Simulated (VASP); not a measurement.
# Ca (P6/mmm) in VASP: further runs, part 2 of 2

VASP 6.6.1. Earlier steps stand in the parts before.

**3. Relaxation of cell and atoms, PBE**

INCAR reads:

```
SYSTEM = Ca
  PREC = Accurate
  ENCUT = 600
  EDIFF = 1E-6
  ISMEAR = 0
  SIGMA = 0.1
  LREAL = .False.
  LASPH = .True.
  NELM = 60
  ALGO = Normal
  ISIF = 3
  LWAVE = .False.
  LCHARG = .False.
  GGA = PE
  IBRION = 2
  NSW = 90
  EDIFFG = -0.04
```

KPOINTS reads:

```
Automatic mesh
0
Gamma
  6 6 4
  0 0 0
```

POSCAR reads:

```
Ca
1.0
    4.1646681100      0.0000000000      0.0000000000
   -2.0823340500      3.6067083800      0.0000000000
    0.0000000000      0.0000000000      6.1466771700
Ca
2
Direct
    0.0000000000      0.0000000000      0.2589133300
    0.0000000000      0.0000000000      0.7410866700
```

Potentials or basis: VASP PAW PBE potentials, release 64 (Ca_sv).

On the command line:

```
> cat potpaw_PBE.64/Ca_sv/POTCAR > POTCAR
> mpirun -np 1 vasp_std > vasp.out
```

OUTCAR:

```text
SYSTEM = Ca
   PREC = Accurate
   ENCUT = 600
   EDIFF = 1E-6
   ISMEAR = 0
   LREAL = .False.
   LASPH = .True.
   NELM = 60
   ISIF = 3
   GGA = PE
   IBRION = 2
   NSW = 90
   EDIFFG = -0.04

 ion  position               nearest neighbor table
   1  0.000  0.000  0.259-   2 2.96
   2  0.000  0.000  0.741-   1 2.96

  LATTYP: Found a hexagonal cell.
 ALAT       =     4.1646681100
 C/A-ratio  =     1.4759104466

  Lattice vectors:

 A1 = (   4.1646681100,   0.0000000000,   0.0000000000)
 A2 = (  -2.0823340500,   3.6067083800,   0.0000000000)
 A3 = (   0.0000000000,   0.0000000000,   6.1466771700)

Analysis of symmetry for initial positions (statically):
=====================================================================
 Subroutine PRICEL returns:
 Original cell was already a primitive cell.

 Routine SETGRP: Setting up the symmetry group for a
 hexagonal supercell.

 Subroutine GETGRP returns: Found 24 space group operations
 (whereof 24 operations were pure point group operations)
 out of a pool of 24 trial point group operations.

The static configuration has the point symmetry D_6h.

[... 149 lines left out ...]

 number of electron      20.0000003 magnetization

 Free energy of the ion-electron system (eV)
  ---------------------------------------------------
  ext. energy  EPLUGINS =         0.00000000
  ---------------------------------------------------
  free energy    TOTEN  =        -2.69105497 eV

  energy without entropy =       -2.67094743  energy(sigma->0) =       -2.68100120

------------------------ aborting loop because EDIFF is reached ----------------------------------------

  FORCE on cell =-STRESS in cart. coord.  units (eV):
  Direction    XX          YY          ZZ          XY          YZ          ZX
  --------------------------------------------------------------------------------------
  -------------------------------------------------------------------------------------
  Total       -2.9153931     -2.9153931      5.4624934     -0.0000000      0.0000000      0.0000000
  in kB      -50.5913045    -50.5913044     94.7915616     -0.0000001      0.0000000      0.0000000
  external PRESSURE =      -2.1303491 kB  Pullay stress =       0.0000000 kB
[... 275 lines left out ...]
--------------------------------------- Ionic step        9  -------------------------------------------

 number of electron      20.0000000 magnetization

 Free energy of the ion-electron system (eV)
  ---------------------------------------------------
  ext. energy  EPLUGINS =         0.00000000
  ---------------------------------------------------
  free energy    TOTEN  =        -3.42925793 eV

  energy without entropy =       -3.42055763  energy(sigma->0) =       -3.42490778

 E-fermi :   1.8660     XC(G=0):  -7.7278

 val. band max:        1.7461328326   @ k =   0.5000   0.0000   0.5000
 cond. band min:       1.8673892323   @ k =   0.3333   0.1667   0.0000
 fundamental gap:      0.1212563997
 Fermi energy:         1.8660345070

 k-point     1 :       0.0000    0.0000    0.0000
  band No.  band energies     occupation
      1     -40.1961      2.00000
      2     -40.1756      2.00000
      3     -21.3032      2.00000
      4     -21.1063      2.00000
      5     -21.1063      2.00000
      6     -21.0861      2.00000
      7     -21.0861      2.00000
      8     -21.0731      2.00000
      9      -2.0258      2.00000
     10       0.6565      2.00000
     11       1.4089      2.00000
     12       2.8485      0.00000
     13       4.2041      0.00000
     14       4.2041      0.00000
[... 367 lines left out ...]
  FREE ENERGIE OF THE ION-ELECTRON SYSTEM (eV)
  ---------------------------------------------------
  free  energy   TOTEN  =        -3.4292579348 eV

  energy  without entropy=       -3.4205576280  energy(sigma->0) =       -3.42490778

 reached required accuracy - stopping structural energy minimisation
```

OSZICAR:

```text
N       E                     dE             d eps       ncg     rms          rms(c)
DAV:   1     0.180214223033E+03    0.18021E+03   -0.10862E+04   588   0.141E+03
DAV:   2     0.688448352453E+01   -0.17333E+03   -0.17158E+03   654   0.380E+02
DAV:   3    -0.230595242740E+01   -0.91904E+01   -0.91396E+01  1176   0.634E+01
DAV:   4    -0.271859835669E+01   -0.41265E+00   -0.40791E+00   782   0.127E+01
[... 84 lines left out ...]
DAV:   4    -0.342914507124E+01    0.39741E-04   -0.19017E-03   844   0.356E-01    0.467E-02
DAV:   5    -0.342922509781E+01   -0.80027E-04   -0.51274E-05   906   0.477E-02    0.310E-02
DAV:   6    -0.342925983013E+01   -0.34732E-04   -0.91325E-05   936   0.568E-02    0.576E-03
DAV:   7    -0.342925848538E+01    0.13448E-05   -0.16462E-06   462   0.149E-02    0.593E-04
DAV:   8    -0.342925793485E+01    0.55053E-06   -0.24866E-07   312   0.642E-03
   9 F= -.34292579E+01 E0= -.34249078E+01  d E =-.609065E-03
```

Run time: 2.8 min. Hardware: 1 thread of Oxide Virtual Turin-like, shared host; peak memory 0.22 GiB.

Results:

```yaml
Free_energy: -3.4293 eV
Relaxed_volume: 42.13 Å³/atom
Relaxed_cell: a = 3.742 Å, b = 3.742 Å, c = 6.948 Å, α = 90.00°, β = 90.00°, γ = 120.00°
Space_group_after_relaxing_to_0.1_Å: P6/mmm (No. 191)
Energy_gained_by_relaxing: 369.1 meV/atom
Ionic_steps: 9
Pressure_after_relaxing: 0.0 GPa
Largest_force_after_relaxing: 0.030 eV/Å
Band_gap_on_the_k_mesh: zero (bands 10 and 11 overlap by 0.77 eV)
```

Forces on the atoms (eV/Å):
```
Ca   0.000  0.000 -0.030
Ca   0.000  0.000  0.030
```

Step by step:
| step | energy change (eV) | largest force (eV/Å) | pressure (GPa) | volume (Å³) |
| --- | --- | --- | --- | --- |
| 1 | 0.0000 | 0.4708 | -0.21 | 92.33 |
| 2 | -0.6980 | 0.1854 | -0.87 | 90.31 |
| 3 | -0.7222 | 0.1385 | -0.67 | 89.62 |
| 4 | -0.7225 | 0.1330 | -0.64 | 89.53 |
| 5 | -0.7316 | 0.1079 | -0.34 | 87.11 |
| 6 | -0.7353 | 0.0717 | 0.11 | 84.15 |
| 7 | -0.7375 | 0.0395 | 0.17 | 83.56 |
| 8 | -0.7376 | 0.0462 | 0.15 | 83.67 |
| 9 | -0.7382 | 0.0304 | 0.05 | 84.27 |

Final structure:
```yaml
crystal:
  lattice:
    - [3.74232, 0.00000, 0.00000]
    - [-1.87116, 3.24094, 0.00000]
    - [0.00000, 0.00000, 6.94763]
  atoms:
    - { symbol: Ca, position: [0.00000, 0.00000, 0.25088] }
    - { symbol: Ca, position: [0.00000, 0.00000, 0.74912] }
```

**4. Single point, PBE**

This run uses another cell than the first one: it holds 1 atom, not 2.

INCAR reads:

```
SYSTEM = Ca
  ALGO = Fast
  EDIFF = 1E-7
  ENCUT = 520
  GGA = PE
  ISIF = 2
  ISMEAR = 0
  LASPH = .TRUE.
  LCHARG = .FALSE.
  LREAL = .FALSE.
  LWAVE = .FALSE.
  NBANDS = 11
  NELM = 60
  PREC = Accurate
  SIGMA = 0.1
```

KPOINTS reads:

```
k-points
0
G
  18 18 16
  0 0 0
```

POSCAR reads:

```
Ca
1.0
    3.7557379169      0.0000000000      0.0000000000
   -1.8778689585      3.2525644460      0.0000000000
    0.0000000000      0.0000000000      3.5016443325
Ca
1
Direct
    0.0000000000      0.0000000000      0.5000000000
```

On the command line:

```
> cat potpaw_PBE.64/Ca_sv/POTCAR > POTCAR
> mpirun -np 1 vasp_std > vasp.out
```

It took 2.2 min on 1 thread of Oxide Virtual Turin-like, shared host; peak memory 0.24 GiB.

It converged, with:

```
Free energy            : -1.7031 eV
Pressure               : 0.0 GPa
Band gap on the k mesh : zero (bands 5 and 6 overlap by 1.19 eV)
```

Levels at points of the mesh, in eV from the Fermi level:
| k point | band 3 | band 4 | band 5 | band 6 | band 7 | band 8 |
| --- | --- | --- | --- | --- | --- | --- |
| (0.00, 0.00, 0.00) | -23.02 | -23.00 | -3.90 | 0.95 | 2.31 | 2.31 |
| (0.50, 0.00, 0.00) | -23.06 | -22.99 | -0.93 | -0.17 | 1.14 | 3.06 |
| (0.00, 0.00, 0.50) | -23.00 | -23.00 | -1.26 | -0.51 | 2.68 | 2.68 |
| (0.50, 0.00, 0.50) | -23.15 | -23.04 | -0.15 | 0.74 | 2.47 | 2.70 |

**5. Single point, PBE**

This run uses another cell than the first one: it holds 4 atoms, not 2.

INCAR reads:

```
PREC = Accurate
ENCUT = 520
EDIFF = 1E-6
ISMEAR = 0
SIGMA = 0.2
LREAL = False
LASPH = True
NELM = 100
ALGO = Fast
ISIF = 2
LWAVE = False
LCHARG = False
GGA = PE
NBANDS = 28
```

KPOINTS reads:

```
regular mesh
0
Gamma
  6 4 4
```

POSCAR reads:

```
Ca
1.0
    1.8778689585     -3.2525644460      0.0000000000
   -5.6336068754     -3.2525644460      0.0000000000
    0.0000000000      0.0000000000     -7.0032886650
Ca
4
Direct
    0.0000000000      1.0000000000      0.7500000000
    0.0000000000      1.0000000000      0.2500000000
    0.5000000000      0.5000000000      0.7500000000
    0.5000000000      0.5000000000      0.2500000000
```

On the command line:

```
> cat potpaw_PBE.64/Ca_sv/POTCAR > POTCAR
> mpirun -np 1 vasp_std > vasp.out
```

Run time: 2.4 min. Hardware: 1 thread of Oxide Virtual Turin-like, shared host; peak memory 0.29 GiB.

It converged, with:

| Property | Result |
| --- | --- |
| Free energy | -6.8701 eV |
| Pressure | 0.0 GPa |
| Band gap on the k mesh | zero (bands 20 and 21 overlap by 0.53 eV) |

Stress tensor (GPa, compression positive):
```
 0.11  0.18  0.00
 0.18 -0.09  0.00
 0.00  0.00 -0.02
```

Levels at points of the mesh, in eV from the Fermi level:
| k point | band 16 | band 17 | band 18 | band 19 | band 20 | band 21 | band 22 | band 23 | band 24 | band 25 |
| --- | --- | --- | --- | --- | --- | --- | --- | --- | --- | --- |
| (0.00, 0.00, 0.00) | -22.99 | -3.90 | -1.26 | -0.93 | -0.51 | -0.17 | -0.15 | 0.74 | 0.95 | 1.14 |
| (0.50, 0.00, 0.00) | -22.99 | -1.21 | -1.21 | 0.05 | 0.05 | 0.43 | 0.43 | 1.07 | 1.07 | 1.33 |
| (0.00, 0.50, 0.00) | -23.00 | -2.91 | -2.91 | -0.37 | -0.37 | -0.21 | -0.21 | 1.18 | 1.18 | 1.31 |
| (0.50, 0.50, 0.00) | -22.99 | -0.93 | -0.93 | -0.17 | -0.17 | -0.15 | -0.15 | 0.74 | 0.74 | 1.14 |
| (0.00, 0.00, 0.50) | -23.01 | -3.06 | -3.06 | -0.18 | -0.18 | -0.15 | -0.15 | 0.93 | 0.93 | 1.86 |
| (0.50, 0.00, 0.50) | -23.08 | -0.65 | -0.65 | -0.65 | -0.65 | 0.78 | 0.78 | 0.78 | 0.78 | 1.98 |
| (0.00, 0.50, 0.50) | -23.03 | -2.14 | -2.14 | -2.14 | -2.14 | 1.27 | 1.27 | 1.27 | 1.27 | 1.73 |
| (0.50, 0.50, 0.50) | -23.05 | -0.18 | -0.18 | -0.18 | -0.18 | -0.15 | -0.15 | -0.15 | -0.15 | 1.86 |

**6. Relaxation of cell and atoms, PBE**

This run uses another cell than the first one: it holds 1 atom, not 2.

INCAR reads:

```
ALGO = Fast
EDIFF = 1E-7
EDIFFG = -0.01
ENCUT = 600
GGA = PE
IBRION = 2
ISIF = 3
ISMEAR = 0
LASPH = True
LCHARG = False
LREAL = False
LWAVE = False
NELM = 100
NSW = 100
PREC = Accurate
SIGMA = 0.1
```

KPOINTS reads:

```
k-points
0
Gamma
  18 18 16
```

POSCAR reads:

```
Ca
1.0
    3.7319323468      0.0000000000      0.0000000000
   -1.8659661734      3.2319482175      0.0000000000
    0.0000000000      0.0000000000      3.4645199933
Ca
1
Direct
    0.0000000000      0.0000000000      0.5000000000
```

Potentials or basis: VASP PAW PBE potentials, release 64 (Ca_sv).

On the command line:

```
> cat potpaw_PBE.64/Ca_sv/POTCAR > POTCAR
> mpirun -np 1 vasp_std > vasp.out
```

Run time: 9.7 min. Hardware: 1 thread of Oxide Virtual Turin-like, shared host; peak memory 0.27 GiB.

It converged, with:

* Free energy: -1.7030 eV
* Relaxed volume: 42.89 Å³/atom
* Relaxed cell: a = 3.759 Å, b = 3.759 Å, c = 3.506 Å, α = 90.00°, β = 90.00°, γ = 120.00°
* Space group after relaxing (to 0.1 Å): P6/mmm (No. 191)
* Energy gained by relaxing: 1.2 meV/atom
* Ionic steps: 5
* Pressure after relaxing: 0.0 GPa
* Band gap on the k mesh: zero (bands 5 and 6 overlap by 1.20 eV)

The path:
```
step  energy change (eV)  largest force (eV/Å)  pressure (GPa)  volume (Å³)
   1              0.0000                0.0000            0.34        41.79
   2             -0.0009                0.0000            0.17        42.32
   3             -0.0012                0.0000           -0.01        42.88
   4             -0.0012                0.0000           -0.02        42.90
   5             -0.0012                0.0000           -0.01        42.89
```

Final structure:
```cif
data_structure
_symmetry_space_group_name_H-M 'P 1'
_symmetry_Int_Tables_number 1
_cell_length_a 3.7587
_cell_length_b 3.7587
_cell_length_c 3.5058
_cell_angle_alpha 90.000
_cell_angle_beta 90.000
_cell_angle_gamma 120.000
_cell_volume 42.89
loop_
_atom_site_label
_atom_site_type_symbol
_atom_site_fract_x
_atom_site_fract_y
_atom_site_fract_z
_atom_site_occupancy
Ca1 Ca 0.00000 0.00000 0.50000 1
```

Levels at points of the mesh, in eV from the Fermi level:
```csv
k point,band 3,band 4,band 5,band 6,band 7,band 8
"(0.00, 0.00, 0.00)",-23.03,-23.01,-3.89,0.95,2.30,2.30
"(0.50, 0.00, 0.00)",-23.07,-22.99,-0.93,-0.17,1.14,3.05
"(0.00, 0.00, 0.50)",-23.01,-23.01,-1.26,-0.51,2.67,2.67
"(0.50, 0.00, 0.50)",-23.16,-23.05,-0.15,0.74,2.47,2.69
```

**7. The runs side by side**

```tsv
task	cell	k mesh	cutoff (eV)	smearing	gap on the mesh (eV)	pressure (GPa)	relaxed volume (Å³/atom)	largest force (eV/Å)
single point	a = 4.165, b = 4.165, c = 6.147 Å, angles 90.0, 90.0, 120.0°, 2 atoms, atomic positions A	6 × 6 × 4	520	gaussian 0.1 eV	none	-0.2	-	0.47
relaxation of cell and atoms	relaxed from a = 4.165, b = 4.165, c = 6.147 Å, angles 90.0, 90.0, 120.0°, 2 atoms, atomic positions A	6 × 6 × 4	600	gaussian 0.1 eV	none	0.0	42.13	0.03
single point	a = 3.756, b = 3.756, c = 3.502 Å, angles 90.0, 90.0, 120.0°, 1 atom, atomic positions B	18 × 18 × 16	520	gaussian 0.1 eV	none	0.0	-	-
single point	a = 3.756, b = 6.505, c = 7.003 Å, 4 atoms, atomic positions C	6 × 4 × 4	520	gaussian 0.2 eV	none	0.0	-	-
relaxation of cell and atoms	relaxed from a = 3.732, b = 3.732, c = 3.465 Å, angles 90.0, 90.0, 120.0°, 1 atom, atomic positions B	18 × 18 × 16	600	gaussian 0.1 eV	none	0.0	42.89	-
```

Alike in all rows: level PBE; potentials or basis VASP PAW PBE potentials, release 64 (Ca_sv); no spin polarisation.

Caveats: the stress differs along the axes, from -5 to 9 GPa (at least some runs).

Total energies depend on the potentials used, so only differences within one code and one set of settings carry meaning.

The gap in the log of VASP goes by the Fermi energy; the results here count the filled bands.